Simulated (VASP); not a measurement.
# TiC (Fm-3m) in VASP: further runs, part 3 of 3

VASP 6.6.1.

### 4 Relaxation of cell and atoms, r2SCAN+U

The input, POSCAR:

```
TiC
1.0
    0.0000000000      2.1657188437      2.1657188437
    2.1657188437      0.0000000000      2.1657188437
    2.1657188437      2.1657188437      0.0000000000
Ti C
1 1
Direct
    0.0000000000      0.0000000000      0.0000000000
    0.5000000000      0.5000000000      0.5000000000
```

The input, INCAR.step1:

```
SYSTEM = TiC
PREC = Accurate ; ENCUT = 600
ISMEAR = -1 ; SIGMA = 0.05
LREAL = .FALSE. ; LASPH = .TRUE.
NELM = 150 ; LMAXMIX = 4
LDAU = .TRUE. ; LDAUTYPE = 2
LDAUL = 2 -1 ; LDAUU = 6 0
LDAUJ = 0 0 ; GGA = PE
ALGO = Normal ; EDIFF = 1E-4
LWAVE = .TRUE. ; LCHARG = .FALSE.
```

The input, INCAR.step2:

```
SYSTEM = TiC
PREC = Accurate ; ENCUT = 600
EDIFF = 1E-7 ; ISMEAR = -1
SIGMA = 0.05 ; LREAL = .FALSE.
LASPH = .TRUE. ; NELM = 150
ALGO = Normal ; ISIF = 3
LWAVE = .FALSE. ; LCHARG = .FALSE.
LMAXMIX = 4 ; LDAU = .TRUE.
LDAUTYPE = 2 ; LDAUL = 2 -1
LDAUU = 6 0 ; LDAUJ = 0 0
LDAUPRINT = 1 ; METAGGA = R2SCAN
LMIXTAU = .TRUE. ; IBRION = 2
NSW = 60 ; EDIFFG = -0.01
ISTART = 1
```

The input, KPOINTS:

```
Automatic mesh
0
G
  11 11 11
  0 0 0
```

Potentials or basis: VASP PAW PBE potentials, release 64 (Ti_sv, C).

Run with:

```bash
$ cat potpaw_PBE.64/Ti_sv/POTCAR potpaw_PBE.64/C/POTCAR > POTCAR
$ cp INCAR.step1 INCAR
$ mpirun -np 1 vasp_std > vasp.out
$ cp INCAR.step2 INCAR
$ mpirun -np 1 vasp_std > vasp.out
```

OUTCAR:

```text
SYSTEM = TiC
   PREC = Accurate
   ENCUT = 600
   EDIFF = 1E-7
   ISMEAR = -1
   LREAL = .FALSE.
   LASPH = .TRUE.
   NELM = 150
   ISIF = 3
   METAGGA = R2SCAN
   IBRION = 2
   NSW = 60
   EDIFFG = -0.01
   ISTART = 1

 ion  position               nearest neighbor table
   1  0.000  0.000  0.000-   2 2.17   2 2.17   2 2.17   2 2.17   2 2.17   2 2.17
   2  0.500  0.500  0.500-   1 2.17   1 2.17   1 2.17   1 2.17   1 2.17   1 2.17

  LATTYP: Found a face centered cubic cell.
 ALAT       =     4.3314376874

  Lattice vectors:

 A1 = (   0.0000000000,   2.1657188437,   2.1657188437)
 A2 = (   2.1657188437,   0.0000000000,   2.1657188437)
 A3 = (   2.1657188437,   2.1657188437,   0.0000000000)

Analysis of symmetry for initial positions (statically):
=====================================================================
 Subroutine PRICEL returns:
 Original cell was already a primitive cell.

 Routine SETGRP: Setting up the symmetry group for a
 face centered cubic supercell.

 Subroutine GETGRP returns: Found 48 space group operations
[... 9 lines left out ...]

 Routine SETGRP: Setting up the symmetry group for a
 face centered cubic supercell.

 Subroutine GETGRP returns: Found 48 space group operations
[... 11 lines left out ...]
                                     Primitive cell

  volume of cell :      20.3159

  direct lattice vectors                    reciprocal lattice vectors
     0.000000000  2.165718844  2.165718844    -0.230870227  0.230870227  0.230870227
     2.165718844  0.000000000  2.165718844     0.230870227 -0.230870227  0.230870227
     2.165718844  2.165718844  0.000000000     0.230870227  0.230870227 -0.230870227

  length of vectors
     3.062788961  3.062788961  3.062788961     0.399878962  0.399878962  0.399878962

  position of ions in fractional coordinates (direct lattice)
[... 8 lines left out ...]
----------------------------------------------------------------------------------------

 KPOINTS: Automatic mesh

Automatic generation of k-mesh.
 Grid dimensions read from file:
 generate k-points for:   11   11   11

[... 137 lines left out ...]
     12      11.8159      0.00000
[... 446 lines left out ...]
  FREE ENERGIE OF THE ION-ELECTRON SYSTEM (eV)
  ---------------------------------------------------
  free  energy   TOTEN  =       -20.6778653518 eV

  energy  without entropy=      -20.6764730704  energy(sigma->0) =      -20.67716921

atom =   1  type =  1  l = 2

 onsite density matrix

spin component  1

  0.0897  0.0000  0.0000 -0.0000 -0.0000
  0.0000  0.0897  0.0000  0.0000  0.0000
  0.0000  0.0000  0.2766 -0.0000 -0.0000
 -0.0000  0.0000 -0.0000  0.0897  0.0000
 -0.0000  0.0000 -0.0000  0.0000  0.2766

spin component  2

  0.0897  0.0000  0.0000 -0.0000 -0.0000
  0.0000  0.0897  0.0000  0.0000  0.0000
  0.0000  0.0000  0.2766 -0.0000 -0.0000
 -0.0000  0.0000 -0.0000  0.0897  0.0000
 -0.0000  0.0000 -0.0000  0.0000  0.2766

 occupancies and eigenvectors

  o =  0.0897  v =  1.0000  0.0000  0.0000  0.0000  0.0000  0.0000  0.0000  0.0000  0.0000  0.0000      0.0000  0.0000  0.0000  0.0000  0.0000  0.0000  0.0000  0.0000  0.0000  0.0000
  o =  0.0897  v =  0.0000  0.0000  0.0000  0.0000  0.0000  1.0000  0.0000  0.0000  0.0000  0.0000      0.0000  0.0000  0.0000  0.0000  0.0000  0.0000  0.0000  0.0000  0.0000  0.0000
  o =  0.0897  v =  0.0000 -0.0353  0.0000 -0.9994  0.0000  0.0000  0.0000  0.0000  0.0000  0.0000      0.0000  0.0000  0.0000  0.0000  0.0000  0.0000  0.0000  0.0000  0.0000  0.0000
  o =  0.0897  v =  0.0000  0.0000  0.0000  0.0000  0.0000  0.0000 -0.0353  0.0000 -0.9994  0.0000      0.0000  0.0000  0.0000  0.0000  0.0000  0.0000  0.0000  0.0000  0.0000  0.0000
  o =  0.0897  v =  0.0000 -0.9994 -0.0000  0.0353  0.0000  0.0000  0.0000  0.0000  0.0000  0.0000      0.0000  0.0000  0.0000  0.0000  0.0000  0.0000  0.0000  0.0000  0.0000  0.0000
  o =  0.0897  v =  0.0000  0.0000  0.0000  0.0000  0.0000  0.0000 -0.9994 -0.0000  0.0353  0.0000      0.0000  0.0000  0.0000  0.0000  0.0000  0.0000  0.0000  0.0000  0.0000  0.0000
  o =  0.2766  v =  0.0000 -0.0000  0.8635  0.0000  0.5044  0.0000  0.0000  0.0000  0.0000  0.0000      0.0000  0.0000  0.0000  0.0000  0.0000  0.0000  0.0000  0.0000  0.0000  0.0000
  o =  0.2766  v =  0.0000  0.0000  0.0000  0.0000  0.0000  0.0000 -0.0000  0.8635  0.0000  0.5044      0.0000  0.0000  0.0000  0.0000  0.0000  0.0000  0.0000  0.0000  0.0000  0.0000
  o =  0.2766  v =  0.0000  0.0000  0.0000  0.0000  0.0000  0.0000  0.0000 -0.5044  0.0000  0.8635      0.0000  0.0000  0.0000  0.0000  0.0000  0.0000  0.0000  0.0000  0.0000  0.0000
  o =  0.2766  v =  0.0000  0.0000 -0.5044  0.0000  0.8635  0.0000  0.0000  0.0000  0.0000  0.0000      0.0000  0.0000  0.0000  0.0000  0.0000  0.0000  0.0000  0.0000  0.0000  0.0000

--------------------------------------- Ionic step        4  -------------------------------------------

 number of electron      16.0000000 magnetization

 Free energy of the ion-electron system (eV)
  ---------------------------------------------------
  ext. energy  EPLUGINS =         0.00000000
  ---------------------------------------------------
  free energy    TOTEN  =       -20.67790330 eV

  energy without entropy =      -20.67651128  energy(sigma->0) =      -20.67720729

 E-fermi :   9.5953     XC(G=0): -13.2336

 val. band max:        9.5533426081   @ k =   0.0909   0.0000   0.0000
 cond. band min:       9.7168049180   @ k =  -0.4545   0.4545   0.0000
 fundamental gap:      0.1634623099
 Fermi energy:         9.5952522543

 k-point     1 :       0.0000    0.0000    0.0000
  band No.  band energies     occupation
      1     -51.3517      2.00000
      2     -26.3020      2.00000
      3     -26.3019      2.00000
      4     -26.3019      2.00000
      5      -3.8981      2.00000
      6      10.7765      0.00000
      7      10.7765      0.00000
      8      10.7765      0.00000
      9      10.8589      0.00000
     10      10.8589      0.00000
     11      11.0221      0.00000
     12      11.0221      0.00000
[... 374 lines left out ...]
  FREE ENERGIE OF THE ION-ELECTRON SYSTEM (eV)
  ---------------------------------------------------
  free  energy   TOTEN  =       -20.6779033038 eV

  energy  without entropy=      -20.6765112784  energy(sigma->0) =      -20.67720729

 reached required accuracy - stopping structural energy minimisation
```

OSZICAR.step1:

```text
N       E                     dE             d eps       ncg     rms          rms(c)
DAV:   1     0.133097844969E+03    0.13310E+03   -0.92420E+03  1344   0.177E+03
DAV:   2    -0.984775736015E+01   -0.14295E+03   -0.13620E+03  1380   0.405E+02
DAV:   3    -0.209000440368E+02   -0.11052E+02   -0.10648E+02  1844   0.105E+02
DAV:   4    -0.214294446151E+02   -0.52940E+00   -0.52883E+00  1748   0.220E+01
DAV:   5    -0.214449230306E+02   -0.15478E-01   -0.15478E-01  1844   0.335E+00    0.186E+01
DAV:   6    -0.144467373359E+02    0.69982E+01   -0.34728E+01  1664   0.747E+01    0.575E+00
DAV:   7    -0.142985753246E+02    0.14816E+00   -0.26359E+00  1548   0.210E+01    0.395E+00
DAV:   8    -0.143299221583E+02   -0.31347E-01   -0.43776E-01  1440   0.892E+00    0.123E+00
DAV:   9    -0.143489058139E+02   -0.18984E-01   -0.51880E-02  1768   0.259E+00    0.136E+00
DAV:  10    -0.143367142517E+02    0.12192E-01   -0.26337E-02  1412   0.259E+00    0.445E-01
DAV:  11    -0.143351292708E+02    0.15850E-02   -0.56573E-03  1700   0.957E-01    0.477E-02
DAV:  12    -0.143352377629E+02   -0.10849E-03   -0.38125E-04  1588   0.265E-01    0.411E-02
DAV:  13    -0.143352188740E+02    0.18889E-04   -0.53352E-05   796   0.135E-01
   1 F= -.14335219E+02 E0= -.14334022E+02  d E =-.239299E-02
```

Wall time 3.1 min (1 thread of Intel Xeon 6975P-C (Granite Rapids), shared host); peak memory 0.16 GiB.

What came out:

```
Free energy                            : -20.6779 eV
Relaxed volume                         : 10.83 Å³/atom
Relaxed cell                           : a = 3.129 Å, b = 3.129 Å, c = 3.129 Å, α = 60.00°, β = 60.00°, γ = 60.00°
Space group after relaxing (to 0.05 Å) : Fm-3m (No. 225)
Energy gained by relaxing              : 35.4 meV/atom
Ionic steps                            : 4
Pressure after relaxing                : 0.0 GPa
Band gap on the k mesh                 : zero (band 8 reaches 10.78 eV, above the bottom of band 9 at 8.87 eV)
```

Step by step:
| step | energy change (eV) | largest force (eV/Å) | pressure (GPa) | volume (Å³) |
| --- | --- | --- | --- | --- |
| 1 | 0.0000 | 0.0000 | 17.83 | 20.32 |
| 2 | 0.0710 | 0.0000 | -19.39 | 23.82 |
| 3 | -0.0708 | 0.0000 | -0.35 | 21.69 |
| 4 | -0.0709 | 0.0000 | -0.03 | 21.66 |

Final structure:
```yaml
crystal:
  lattice:
    - [0.00000, 2.21256, 2.21256]
    - [2.21256, 0.00000, 2.21256]
    - [2.21256, 2.21256, 0.00000]
  atoms:
    - { symbol: Ti, position: [0.00000, 0.00000, 0.00000] }
    - { symbol: C, position: [0.50000, 0.50000, 0.50000] }
```

Eigenvalues of the final occupation matrices:
| site | spin | trace | eigenvalues |
| --- | --- | --- | --- |
| site 1 d | 1 | 0.82 | 0.09 0.09 0.09 0.28 0.28 |
| site 1 d | 2 | 0.82 | 0.09 0.09 0.09 0.28 0.28 |

Caveat: the PAW data sets were made with another functional, which shifts forces and pressure a little; U without spin polarisation on a metal has little footing; the U is typed as a test and isn't derived for this compound.

### 5 Single point, PBEsol

This run uses another cell than the first one, of 9.01 Å³/atom, 0.887 times its volume.

The input, INCAR:

```
SYSTEM = TiC
  PREC = Accurate
  ENCUT = 520
  EDIFF = 1E-7
  ISMEAR = -1
  SIGMA = 0.05
  LREAL = .FALSE.
  LASPH = .TRUE.
  NELM = 80
  ALGO = Normal
  ISIF = 2
  LWAVE = .FALSE.
  LCHARG = .FALSE.
  GGA = PS
  NBANDS = 15
```

KPOINTS is that of step 4.

The input, POSCAR:

```
TiC
1.0
    0.0000000000      2.0810839681      2.0810839681
    2.0810839681      0.0000000000      2.0810839681
    2.0810839681      2.0810839681      0.0000000000
Ti C
1 1
Direct
    0.0000000000      0.0000000000      0.0000000000
    0.5000000000      0.5000000000      0.5000000000
```

Run with:

```bash
$ cat potpaw_PBE.64/Ti_sv/POTCAR potpaw_PBE.64/C/POTCAR > POTCAR
$ mpirun -np 1 vasp_std > vasp.out
```

Wall time 8.9 s (1 thread of Intel Xeon Platinum 8559C (Emerald Rapids), shared host); peak memory 0.14 GiB.

Results (log left out):

- Free energy: -19.6474 eV
- Pressure: 30.1 GPa
- Band gap on the k mesh: zero (band 8 reaches 11.46 eV, above the bottom of band 9 at 10.34 eV)

Levels at points of the mesh, in eV from the Fermi level:
| k point | band 5 | band 6 | band 7 | band 8 | band 9 | band 10 | band 11 | band 12 |
| --- | --- | --- | --- | --- | --- | --- | --- | --- |
| (0.00, 0.00, 0.00) | -12.99 | 0.61 | 0.61 | 0.61 | 1.78 | 1.78 | 1.78 | 1.90 |

Caveat: the PAW data sets were made with another functional, which shifts forces and pressure a little.

### 6 The runs side by side

```csv
task,level,U,cell,cutoff (eV),gap on the mesh (eV),pressure (GPa),relaxed volume (Å³/atom)
relaxation of cell and atoms,PBEsol+D4,-,"relaxed from a = 3.063 Å, angles 60.0°, 2 atoms",600,none,0.0,9.80
relaxation of cell and atoms,revPBE+D3(BJ),-,"relaxed from a = 3.063 Å, angles 60.0°, 2 atoms",600,none,-0.1,9.74
relaxation of cell and atoms,r2SCAN+U,Ti d U = 6.0 eV,"relaxed from a = 3.063 Å, angles 60.0°, 2 atoms",600,none,0.0,10.83
single point,PBEsol,-,"a = 2.943 Å, angles 60.0°, 2 atoms",520,none,30.1,-
```

Alike in all rows: potentials or basis VASP PAW PBE potentials, release 64 (Ti_sv, C); no spin polarisation; k mesh 11 × 11 × 11; smearing fermi-dirac 0.05 eV.

Caveats: the PAW data sets were made with another functional, which shifts forces and pressure a little; pairwise dispersion overbinds metals, which lowers pressure and volume (some runs); U without spin polarisation on a metal has little footing (some runs); the U is typed as a test and isn't derived for this compound (some runs).

Total energies depend on the potentials used, so only differences within one code and one set of settings carry meaning.
